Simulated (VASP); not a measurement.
# Si16C (a cell with a defect) in VASP: notebook

The runs below take Si16C (a cell with a defect) through single point, with PBE+D3(BJ).

Everything below comes from runs of VASP 6.6.1. Logs are shortened: lines on timing, memory, paths and dates and some standing lists are left out, and cuts for length are marked.

**1. The cell of the first run**

The cell holds a defect, 17 atoms: a = 7.679 Å, b = 7.679 Å, c = 7.679 Å, α = 60.00°, β = 60.00°, γ = 60.00°.

**2. Single point, PBE+D3(BJ), collinear spin**

The input, INCAR:

```
SYSTEM = Si16C
PREC = Accurate ; ENCUT = 520
EDIFF = 1E-6 ; ISMEAR = 0
SIGMA = 0.05 ; LREAL = Auto
LASPH = .TRUE. ; NELM = 150
ALGO = Normal ; ISIF = 2
LWAVE = .FALSE. ; LCHARG = .FALSE.
ISPIN = 2 ; MAGMOM = 0 0 0 0 0 0 0 0 0 0 0 0 0 0 0 0 1
LORBIT = 11 ; GGA = PE
IVDW = 12 ; NBANDS = 52
```

The input, KPOINTS:

```
regular mesh
0
G
  2 2 2
  0 0 0
```

The input, POSCAR:

```
Si16C
1.0
    0.0000000000      5.4300000000      5.4300000000
    5.4300000000      0.0000000000      5.4300000000
    5.4300000000      5.4300000000      0.0000000000
Si C
16 1
Direct
   -0.0228167529     -0.0241544281     -0.0243435785
    0.1545230144      0.0652970611      0.0663608266
   -0.0222329053      0.0455100121      0.4951310272
    0.1281137221      0.1409955234      0.6163649222
   -0.0222471911      0.4956920630      0.0452676132
    0.1281761225      0.6165521791      0.1410000047
   -0.0082480901      0.5148894800      0.5149067756
    0.0981805717      0.6493280542      0.6489772893
    0.5015125379      0.0018480515      0.0015977754
    0.6106016784      0.1347347831      0.1347083180
    0.5012206176      0.0054808281      0.5073486192
    0.6095389090      0.1436973125      0.6338013619
    0.5012997312      0.5073838798      0.0053942144
    0.6094617885      0.6340414058      0.1435802830
    0.4729718819      0.5172503806      0.5171449691
    0.6172520958      0.6320756831      0.6319908215
    0.9671719683      0.2280022307      0.2276023571
```

Potentials or basis: VASP PAW PBE potentials, release 64 (Si, C).

On the command line:

```
> cat potpaw_PBE.64/Si/POTCAR potpaw_PBE.64/C/POTCAR > POTCAR
> mpirun -np 1 vasp_std > vasp.out
```

OUTCAR:

```text
SYSTEM = Si16C
   PREC = Accurate
   ENCUT = 520
   EDIFF = 1E-6
   ISMEAR = 0
   LREAL = Auto
   LASPH = .TRUE.
   NELM = 150
   ISIF = 2
   ISPIN = 2
   LORBIT = 11
   GGA = PE
   IVDW = 12
 IVDW          = 12

 ion  position               nearest neighbor table
   1  0.977  0.976  0.976-   2 2.27   4 2.31   6 2.31  10 2.35
   2  0.155  0.065  0.066-  17 1.77   1 2.27   9 2.28   3 2.82   5 2.83
   3  0.978  0.046  0.495-  17 1.83   4 2.31  12 2.31   8 2.49   2 2.82
   4  0.128  0.141  0.616-   1 2.31   3 2.31  11 2.34   7 2.35
   5  0.978  0.496  0.045-  17 1.84   6 2.31  14 2.32   8 2.49   2 2.83
   6  0.128  0.617  0.141-   1 2.31   5 2.31  13 2.34   7 2.35
   7  0.992  0.515  0.515-   6 2.35   4 2.35  16 2.35   8 2.35
   8  0.098  0.649  0.649-  15 2.35   7 2.35   3 2.49   5 2.49
   9  0.502  0.002  0.002-   2 2.28  12 2.31  14 2.31  10 2.35
  10  0.611  0.135  0.135-  11 2.34  13 2.34   1 2.35   9 2.35
  11  0.501  0.005  0.507-  10 2.34  12 2.34   4 2.34  16 2.34
  12  0.610  0.144  0.634-   9 2.31   3 2.31  11 2.34  15 2.34
  13  0.501  0.507  0.005-  10 2.34  14 2.34   6 2.34  16 2.34
  14  0.609  0.634  0.144-   9 2.31   5 2.32  13 2.34  15 2.34
  15  0.473  0.517  0.517-  12 2.34  14 2.34  16 2.35   8 2.35
  16  0.617  0.632  0.632-  11 2.34  13 2.34  15 2.35   7 2.35
  17  0.967  0.228  0.228-   2 1.77   3 1.83   5 1.84

  LATTYP: Found a face centered cubic cell.
 ALAT       =    10.8600000000

  Lattice vectors:

 A1 = (   0.0000000000,   5.4300000000,   5.4300000000)
 A2 = (   5.4300000000,   0.0000000000,   5.4300000000)
 A3 = (   5.4300000000,   5.4300000000,   0.0000000000)

Analysis of symmetry for initial positions (statically):
=====================================================================
 Subroutine PRICEL returns:
 Original cell was already a primitive cell.

 Routine SETGRP: Setting up the symmetry group for a
 face centered cubic supercell.

 Subroutine GETGRP returns: Found  1 space group operations
 (whereof  1 operations were pure point group operations)
 out of a pool of 48 trial point group operations.

The static configuration has the point symmetry C_1 .

Analysis of symmetry for dynamics (positions and initial velocities):
=====================================================================
 Subroutine PRICEL returns:
 Original cell was already a primitive cell.

 Routine SETGRP: Setting up the symmetry group for a
 face centered cubic supercell.

 Subroutine GETGRP returns: Found  1 space group operations
 (whereof  1 operations were pure point group operations)
 out of a pool of 48 trial point group operations.

The dynamic configuration has the point symmetry C_1 .

Analysis of structural, dynamic, and magnetic symmetry:
=====================================================================
 Subroutine PRICEL returns:
 Original cell was already a primitive cell.

 Routine SETGRP: Setting up the symmetry group for a
 face centered cubic supercell.

 Subroutine GETGRP returns: Found  1 space group operations
 (whereof  1 operations were pure point group operations)
 out of a pool of 48 trial point group operations.

The overall configuration has the point symmetry C_1 .

 Subroutine INISYM returns: Found  1 space group operations
 (whereof  1 operations are pure point group operations),
 and found     1 'primitive' translations

----------------------------------------------------------------------------------------

                                     Primitive cell

  volume of cell :     320.2060

  direct lattice vectors                    reciprocal lattice vectors
     0.000000000  5.430000000  5.430000000    -0.092081031  0.092081031  0.092081031
     5.430000000  0.000000000  5.430000000     0.092081031 -0.092081031  0.092081031
     5.430000000  5.430000000  0.000000000     0.092081031  0.092081031 -0.092081031

  length of vectors
     7.679179644  7.679179644  7.679179644     0.159489025  0.159489025  0.159489025

  position of ions in fractional coordinates (direct lattice)
     0.977183247  0.975845572  0.975656421
     0.154523014  0.065297061  0.066360827
     0.977767095  0.045510012  0.495131027
     0.128113722  0.140995523  0.616364922
     0.977752809  0.495692063  0.045267613
     0.128176123  0.616552179  0.141000005
[... 9 lines left out ...]
     0.617252096  0.632075683  0.631990821
     0.967171968  0.228002231  0.227602357

[... 58 lines left out ...]
   total plane-waves  NPLWV = 216000
   dimension x,y,z NGX =    60 NGY =   60 NGZ =   60
   dimension x,y,z NGXF=   120 NGYF=  120 NGZF=  120
   ions per type =              16   1
   NGX,Y,Z   is equivalent  to a cutoff of  12.99, 12.99, 12.99 a.u.
   NGXF,Y,Z  is equivalent  to a cutoff of  25.98, 25.98, 25.98 a.u.
 SYSTEM =  Si16C
   PREC   = accura    normal or accurate (medium, high low for compatibility)
   ISTART =      0    job   : 0-new  1-cont  2-samecut
   ICHARG =      2    charge: 1-file 2-atom 10-const
   ISPIN  =      2    spin polarized calculation?
   LNONCOLLINEAR =      F non collinear calculations
   LSORBIT =      F    spin-orbit coupling
   LASPH  =      T    aspherical Exc in radial PAW
   ENCUT  =  520.0 eV  38.22 Ry    6.18 a.u.  14.28 14.28 14.28*2*pi/ulx,y,z
   NELM   =    150;   NELMIN=  2; NELMDL= -5     # of ELM steps
   EDIFF  = 0.1E-05   stopping-criterion for ELM
   LREAL  =      T    real-space projection
   EDIFFG = 0.1E-04   stopping-criterion for IOM
   NSW    =      0    number of steps for IOM
[... 5 lines left out ...]
   TEBEG  =    0.0;   TEEND  =   0.0 temperature during run
   PSTRESS=    0.0 pullay stress
   NELECT =      68.0000    total number of electrons
   NUPDOWN=      -1.0000    fix difference up-down
   EMIN   =  10.00;   EMAX   =-10.00  energy-range for DOS
   EFERMI =   0.00;   METHOD = LEGACY
   ISMEAR =     0;   SIGMA  =   0.05  broadening in eV -4-tet -1-fermi 0-gaus
   EFERMI_NEDOS =   21; number of points for ismear=-14 and -15
   IALGO  =     38    algorithm
   IMIX   =      4    mixing-type and parameters
     AMIX     =   0.40;   BMIX     =  1.00
     AMIX_MAG =   1.60;   BMIX_MAG =  1.00
  volume/ion in A,a.u.               =      18.84       127.11
  Fermi-wavevector in a.u.,A,eV,Ry     =   0.976715  1.845724 12.979587  0.953973
  Thomas-Fermi vector in A             =   2.107356
   LORBIT       =     11    0 simple, 1 ext, 2 COOP (PROOUT), +10 PAW based schemes
   GGA     = PE    functional components
   LHFCALC =     F    Hartree Fock is set to
   AEXX    =    0.0000 exact exchange contribution
   IVDW    =    12    specifies the selected vdW correction
   LEPSILON=     F    determine dielectric tensor
   LRPA    =     F    only Hartree local field effects (RPA)
 spin polarized calculation
 Gauss-broadening in eV      SIGMA  =   0.05
  energy-cutoff  :      520.00
  volume of cell :      320.21
 maximum number of plane-waves:      8646
 NGX is ok and might be reduce to    60
   NGX = 29   NGY = 29   NGZ = 29

 number of electron      68.0000000 magnetization       0.0006931

 number of electron      68.0000000 magnetization      -0.0000332

 Free energy of the ion-electron system (eV)
  ---------------------------------------------------
  ext. energy  EPLUGINS =         0.00000000
  ---------------------------------------------------
  free energy    TOTEN  =       -91.10925900 eV

  energy without entropy =      -91.10742184  energy(sigma->0) =      -91.10834042

 E-fermi :   6.3232     XC(G=0):  -9.5586

 val. band max:        6.2651636795   @ k =   0.5000   0.5000   0.5000
 cond. band min:       6.3811616526   @ k =   0.0000   0.0000   0.0000
 fundamental gap:      0.1159979731
 Fermi energy:         6.3231686827

 spin component 1

 k-point     1 :       0.0000    0.0000    0.0000
  band No.  band energies     occupation
      1      -7.0645      1.00000
      2      -5.3202      1.00000
      3      -3.8575      1.00000
      4      -3.8158      1.00000
      5      -3.7183      1.00000
      6      -2.9345      1.00000
[... 381 lines left out ...]
     45      10.1334      0.00000
     46      10.2209      0.00000
 Fermi energy:         6.3231686827

 spin component 2

 k-point     1 :       0.0000    0.0000    0.0000
  band No.  band energies     occupation
      1      -7.0645      1.00000
      2      -5.3202      1.00000
      3      -3.8575      1.00000
      4      -3.8158      1.00000
      5      -3.7183      1.00000
      6      -2.9345      1.00000
[... 381 lines left out ...]
     45      10.1333      0.00000
     46      10.2209      0.00000
 [bands above 46 left out]

------------------------ aborting loop because EDIFF is reached ----------------------------------------

 Edisp (eV)   -5.32928

 E8    (eV) :    -2.1877

  FORCE on cell =-STRESS in cart. coord.  units (eV):
  Direction    XX          YY          ZZ          XY          YZ          ZX
  --------------------------------------------------------------------------------------
  -------------------------------------------------------------------------------------
  Total       8.37248     0.35263     0.35381     0.23226     1.98329     0.22268
  in kB      41.89238     1.76439     1.77029     1.16212     9.92356     1.11419
  external pressure =       15.14 kB  Pullay stress =        0.00 kB

 VOLUME and BASIS-vectors are now :
 -----------------------------------------------------------------------------
  energy-cutoff  :      520.00
  volume of cell :      320.21
      direct lattice vectors                 reciprocal lattice vectors
     0.000000000  5.430000000  5.430000000    -0.092081031  0.092081031  0.092081031
     5.430000000  0.000000000  5.430000000     0.092081031 -0.092081031  0.092081031
     5.430000000  5.430000000  0.000000000     0.092081031  0.092081031 -0.092081031

 POSITION                                       TOTAL-FORCE (eV/Angst)
 -----------------------------------------------------------------------------------
     10.59666     10.60392     10.60495         0.007335      0.007641      0.005553
      0.71490      1.19940      1.19362        -0.022458     -0.012902     -0.001749
      2.93568      7.99784      5.55639         0.008548      0.008753     -0.009976
      4.11247      4.04252      1.46126         0.006894     -0.004759     -0.004374
      2.93741      5.55500      8.00081        -0.002638     -0.005218     -0.004922
      4.11351      1.46163      4.04387         0.005163     -0.004644     -0.005119
[... 9 lines left out ...]
      6.86388      6.78339      6.78385        -0.004467      0.001188     -0.000583
      2.47393      6.48762      6.48980         0.018223      0.009360      0.020269
 -----------------------------------------------------------------------------------
    total drift:                               -0.004358      0.006982      0.006938

  FREE ENERGIE OF THE ION-ELECTRON SYSTEM (eV)
  ---------------------------------------------------
  free  energy   TOTEN  =       -96.4385392194 eV

  energy  without entropy=      -96.4367020598  energy(sigma->0) =      -96.43762064

 total charge

# of ion       s       p       d       tot
------------------------------------------
    1        0.751   0.973   0.000   1.724
    2        0.790   0.923   0.000   1.713
    3        0.748   0.921   0.000   1.670
    4        0.748   0.959   0.000   1.707
    5        0.749   0.921   0.000   1.670
    6        0.748   0.959   0.000   1.707
[... 9 lines left out ...]
   16        0.738   0.962   0.000   1.700
   17        0.885   1.601   0.000   2.485
--------------------------------------------------
tot         12.872  16.767   0.000  29.639

 magnetization (x)

# of ion       s       p       d       tot
------------------------------------------
    1        0.000   0.000   0.000   0.000
    2       -0.000  -0.000   0.000  -0.000
    3       -0.000  -0.000   0.000  -0.000
    4       -0.000   0.000   0.000   0.000
    5       -0.000  -0.000   0.000  -0.000
    6       -0.000   0.000   0.000   0.000
[... 9 lines left out ...]
   16       -0.000   0.000   0.000   0.000
   17        0.000   0.000   0.000   0.000
--------------------------------------------------
tot         -0.000  -0.000   0.000  -0.000
```

Run time: 3.4 min. Hardware: 1 thread of Intel Xeon 6975P-C (Granite Rapids), shared host; peak memory 0.7 GiB.

Results:

| Property | Result |
| --- | --- |
| Free energy | -96.4385 eV |
| Pressure | 1.5 GPa |
| Largest force | 0.029 eV/Å |
| Band gap on the k mesh | zero (filled and empty bands overlap) |
| Net moment | 0.00 μB per cell |
| Valence electrons inside the program's atomic spheres | Si 1.72, 1.71, 1.67, 1.69, 1.65, 1.73, 1.70 (each value once); C 2.48 |
| Dispersion energy per atom | -0.313 eV |

Forces in eV/Å, atoms in the order of the input:
```
Si   0.007  0.008  0.006
Si  -0.022 -0.013 -0.002
Si   0.009  0.009 -0.010
Si   0.007 -0.005 -0.004
Si  -0.003 -0.005 -0.005
Si   0.005 -0.005 -0.005
Si  -0.004  0.004  0.007
Si  -0.009  0.000 -0.004
Si   0.004 -0.001 -0.002
Si  -0.008 -0.006 -0.004
Si   0.002  0.000  0.000
Si   0.000 -0.005  0.007
Si   0.004  0.000  0.001
Si  -0.005  0.010 -0.005
Si   0.000 -0.003  0.001
Si  -0.004  0.001 -0.001
C    0.018  0.009  0.020
```

Stress tensor (GPa, compression positive):
```
4.19 0.12 0.11
0.12 0.18 0.99
0.11 0.99 0.18
```

Levels at points of the mesh, in eV from the Fermi level:
Spin up:
| k point | band 31 | band 32 | band 33 | band 34 | band 35 | band 36 | band 37 | band 38 |
| --- | --- | --- | --- | --- | --- | --- | --- | --- |
| (0.00, 0.00, 0.00) | -1.21 | -0.77 | -0.48 | -0.46 | -0.37 | 0.06 | 0.32 | 0.55 |
| (0.50, 0.00, 0.00) | -1.20 | -1.17 | -1.09 | -0.14 | 0.64 | 0.73 | 1.05 | 1.07 |
| (0.00, 0.50, 0.00) | -1.37 | -1.26 | -0.98 | -0.23 | 0.70 | 0.73 | 1.08 | 1.14 |
| (0.00, 0.00, 0.50) | -1.37 | -1.26 | -0.98 | -0.23 | 0.72 | 0.73 | 1.08 | 1.14 |
| (0.50, 0.50, 0.50) | -1.27 | -1.25 | -0.94 | -0.06 | 0.53 | 0.69 | 0.96 | 1.14 |
| (0.50, 0.50, 0.00) | -1.79 | -1.66 | -0.97 | -0.85 | 0.84 | 1.14 | 1.41 | 1.93 |
| (0.00, 0.50, 0.50) | -1.78 | -1.71 | -1.10 | 0.29 | 0.50 | 1.00 | 1.45 | 1.79 |
| (0.50, 0.00, 0.50) | -1.78 | -1.66 | -0.97 | -0.85 | 0.84 | 1.15 | 1.41 | 1.93 |
Spin down:
```csv
k point,band 31,band 32,band 33,band 34,band 35,band 36,band 37,band 38
"(0.00, 0.00, 0.00)",-1.21,-0.77,-0.48,-0.46,-0.37,0.06,0.32,0.55
"(0.50, 0.00, 0.00)",-1.20,-1.17,-1.09,-0.14,0.64,0.73,1.05,1.07
"(0.00, 0.50, 0.00)",-1.37,-1.26,-0.98,-0.23,0.70,0.73,1.08,1.14
"(0.00, 0.00, 0.50)",-1.37,-1.26,-0.98,-0.23,0.72,0.73,1.08,1.14
"(0.50, 0.50, 0.50)",-1.27,-1.25,-0.94,-0.06,0.53,0.69,0.96,1.14
"(0.50, 0.50, 0.00)",-1.79,-1.66,-0.97,-0.85,0.84,1.14,1.41,1.93
"(0.00, 0.50, 0.50)",-1.78,-1.71,-1.10,0.29,0.50,1.00,1.45,1.79
"(0.50, 0.00, 0.50)",-1.78,-1.66,-0.97,-0.85,0.84,1.15,1.41,1.93
```

Caveat: the k points lie up to 0.50 Å⁻¹ apart, too coarse for converged energies and pressures of a metal.

**3. Single point, PBE+D3(BJ), collinear spin**

The input, INCAR:

```
ALGO = Normal
EDIFF = 1E-6
ENCUT = 520
GGA = PE
ISIF = 2
ISMEAR = 0
ISPIN = 2
IVDW = 12
LASPH = T
LCHARG = F
LORBIT = 11
LREAL = Auto
LWAVE = F
MAGMOM = 0 0 0 0 0 0 0 0 0 0 0 0 0 0 0 0 1
NBANDS = 52
NELM = 150
PREC = Accurate
SIGMA = 0.05
```

The input, KPOINTS:

```
k-points
0
Gamma
  2 2 2
```

The input, POSCAR:

```
Si16C
1.0
    0.0000000000      5.4300000000      5.4300000000
    5.4300000000      0.0000000000      5.4300000000
    5.4300000000      5.4300000000      0.0000000000
Si C
16 1
Direct
    0.0092815073     -0.0010979916      0.0078713984
    0.1450879325      0.1344504157      0.1102473666
    0.0092206266     -0.0012626076      0.4839852173
    0.0566891232      0.1475047171      0.6477889835
    0.0054271867      0.5089177272     -0.0071561525
    0.1380725621      0.6257690288      0.1167821601
    0.0070841902      0.5138454141      0.4894680102
    0.1380011433      0.6256553073      0.6194158483
    0.5197059711      0.0274723214     -0.0236357266
    0.6420553673      0.1486016733      0.1294283488
    0.4134199847     -0.0337505971      0.5603088406
    0.6419199235      0.1483063714      0.5804913850
    0.5110578843      0.5165691256     -0.0089273492
    0.6315268466      0.6527202407      0.1079302199
    0.5109492083      0.5163397172      0.4814085641
    0.6325699604      0.6200681185      0.6235535296
    0.5489984921      0.1545718580      0.3983778060
```

Potentials or basis: VASP PAW PBE potentials, release 64 (Si, C).

On the command line:

```
> cat potpaw_PBE.64/Si/POTCAR potpaw_PBE.64/C/POTCAR > POTCAR
> mpirun -np 1 vasp_std > vasp.out
```

Run time: 3.4 min. Hardware: 1 thread of Intel Xeon 6975P-C (Granite Rapids), shared host; peak memory 0.71 GiB.

It converged, with:

| Item | Value |
| --- | --- |
| Free energy | -96.4385 eV |
| Pressure | 1.6 GPa |
| Largest force | 0.020 eV/Å |
| Band gap on the k mesh | zero (filled and empty bands overlap) |
| Net moment | 0.00 μB per cell |
| Valence electrons inside the program's atomic spheres | Si 1.71, 1.70, 1.72, 1.69, 1.65, 1.67, 1.73 (each value once); C 2.48 |
| Dispersion energy per atom | -0.313 eV |

Forces on the atoms (eV/Å):
```
Si   0.006 -0.009  0.000
Si  -0.002  0.000 -0.001
Si   0.010 -0.009  0.001
Si  -0.009  0.016 -0.001
Si   0.000  0.001 -0.003
Si  -0.002  0.006  0.000
Si   0.008 -0.009 -0.002
Si  -0.006  0.002 -0.003
Si   0.010  0.012  0.005
Si  -0.011 -0.002 -0.008
Si   0.013 -0.015  0.001
Si  -0.006  0.005  0.010
Si   0.000  0.004 -0.001
Si   0.002 -0.005  0.002
Si  -0.007  0.002  0.001
Si   0.005  0.001 -0.004
C   -0.011 -0.002  0.003
```

Stress tensor (GPa, compression positive):
```
 0.27 -1.04 -0.10
-1.04  0.27  0.11
-0.10  0.11  4.25
```

Levels at points of the mesh, in eV from the Fermi level:
Spin up:
```csv
k point,band 32,band 33,band 34,band 35,band 36,band 37
"(0.00, 0.00, 0.00)",-0.78,-0.48,-0.44,-0.38,0.04,0.32
"(0.50, 0.00, 0.00)",-1.26,-0.95,-0.04,0.51,0.70,0.95
"(0.00, 0.50, 0.00)",-1.18,-1.09,-0.14,0.64,0.73,1.05
"(0.00, 0.00, 0.50)",-1.26,-0.99,-0.21,0.70,0.71,1.08
"(0.50, 0.50, 0.50)",-1.26,-0.99,-0.21,0.71,0.71,1.08
"(0.50, 0.50, 0.00)",-1.72,-1.09,0.31,0.48,1.00,1.45
"(0.00, 0.50, 0.50)",-1.67,-0.99,-0.84,0.85,1.15,1.40
"(0.50, 0.00, 0.50)",-1.67,-0.99,-0.84,0.85,1.15,1.40
```
Spin down:
```
           k point  band 31  band 32  band 33  band 34  band 35  band 36  band 37  band 38
(0.00, 0.00, 0.00)    -1.22    -0.78    -0.48    -0.44    -0.38     0.04     0.32     0.53
(0.50, 0.00, 0.00)    -1.27    -1.26    -0.95    -0.04     0.51     0.70     0.95     1.14
(0.00, 0.50, 0.00)    -1.21    -1.18    -1.09    -0.14     0.64     0.73     1.05     1.07
(0.00, 0.00, 0.50)    -1.38    -1.26    -0.99    -0.21     0.70     0.71     1.08     1.15
(0.50, 0.50, 0.50)    -1.38    -1.26    -0.99    -0.21     0.71     0.71     1.08     1.14
(0.50, 0.50, 0.00)    -1.79    -1.72    -1.09     0.31     0.48     1.00     1.45     1.79
(0.00, 0.50, 0.50)    -1.80    -1.67    -0.99    -0.84     0.85     1.15     1.40     1.92
(0.50, 0.00, 0.50)    -1.80    -1.67    -0.99    -0.84     0.85     1.15     1.40     1.92
```

Caveat: the k points lie up to 0.50 Å⁻¹ apart, too coarse for converged energies and pressures of a metal.
